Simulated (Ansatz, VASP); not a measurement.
## One calculation of LiHF2, two programs

INCAR

```
SYSTEM = LiHF2
ALGO = Normal ; EDIFF = 1E-6
ENCUT = 520 ; GGA = CA
ISIF = 2 ; ISMEAR = 0
LASPH = .True. ; LCHARG = .False.
LREAL = .False. ; LWAVE = .False.
NBANDS = 17 ; NELM = 60
PREC = Accurate ; SIGMA = 0.05
```

Contents of KPOINTS:

```
k-points
0
Gamma
  9 9 9
  0 0 0
```

File POSCAR:

```
LiHF2
1.0
    1.4644299828      0.8454890448      4.4594993651
   -1.4644299828      0.8454890448      4.4594993651
    0.0000000000     -1.6909780896      4.4594993651
Li H F
1 1 2
Direct
    0.0000000000      0.0000000000      0.0000000000
    0.5000000000      0.5000000000      0.5000000000
    0.4125119035      0.4125119035      0.4125119035
    0.5874880965      0.5874880965      0.5874880965
```

Input for Ansatz:

```yaml
crystal:
  lattice:
    - [1.4644299828, 0.8454890448, 4.4594993651]
    - [-1.4644299828, 0.8454890448, 4.4594993651]
    - [0.0, -1.6909780896, 4.4594993651]
  atoms:
    - { symbol: Li, position: [0.0, 0.0, 0.0] }
    - { symbol: H, position: [0.5, 0.5, 0.5] }
    - { symbol: F, position: [0.4125119035, 0.4125119035, 0.4125119035] }
    - { symbol: F, position: [0.5874880965, 0.5874880965, 0.5874880965] }
basis:
  ecutwfc: 420
kpoints:
  mp_grid: { grid: [9, 9, 9] }
hamiltonian:
  xc: lda
scf:
  occupations: { method: gaussian, width: 0.05 }
output:
  forces: true
  stress: true
  eigenvalues: true
```

Change from the starting cell: strain +0.015 along x and y, +0.030 along z, atoms carried along.

Alike in both runs: task single point; functional LDA; k mesh 9 × 9 × 9; occupations gaussian, width 0.05 eV; no spin polarisation.

|  | VASP | Ansatz |
| --- | --- | --- |
| version | VASP 6.6.1 | Ansatz 0.2.0 |
| potentials or method | VASP PAW LDA potentials, release 64 (Li_sv, H, F), cutoff 520 eV | scalar-relativistic, plane waves, PAW |
| valence electrons in the cell | 18 | 18 |

Ansatz gave:

| Quantity | Value |
| --- | --- |
| gap on the k mesh at the Fermi level (eV) | 7.85 |
| least direct gap on the mesh (eV) | 8.04 |
| rms of the force components (eV/Å) | 0.249 |

Q: Estimate VASP's values.

A: gap on the k mesh at the Fermi level (eV): 7.82; least direct gap on the mesh (eV): 8.01; rms of the force components (eV/Å): 0.212.

LDA's correlation is that of Perdew and Zunger in VASP and of Perdew and Wang (1992) in Ansatz. Atom by atom the forces differ by 0.037 eV/Å (rms over components).

Noted on VASP's run: the cutoff is short for stress, so the pressure is rough.
